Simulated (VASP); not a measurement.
Input of a VASP 6.6.1 run:

INCAR

```
SYSTEM = PIr2
PREC = Accurate
ENCUT = 520
EDIFF = 1E-7
ISMEAR = -1
SIGMA = 0.05
LREAL = .False.
LASPH = .True.
NELM = 100
ALGO = Normal
ISIF = 2
LWAVE = .False.
LCHARG = .False.
NBANDS = 18
```

Contents of KPOINTS:

```
regular mesh
0
Gamma
  11 11 11
  0 0 0
```

The input POSCAR:

```
PIr2
1.0
    0.0000000000      2.7766944197      2.7766944197
    2.7766944197      0.0000000000      2.7766944197
    2.7766944197      2.7766944197      0.0000000000
P Ir
1 2
Direct
    0.0000000000      0.0000000000      0.0000000000
    0.2500000000      0.2500000000      0.2500000000
    0.7500000000      0.7500000000      0.7500000000
```

Potentials or basis: VASP PAW LDA potentials, release 64 (P, Ir).

Command:

```bash
$ cat potpaw_LDA.64/P/POTCAR potpaw_LDA.64/Ir/POTCAR > POTCAR
$ mpirun -np 1 vasp_std > vasp.out
```

(1) Predict the pressure.

## Answers

(1) -5.9 GPa.
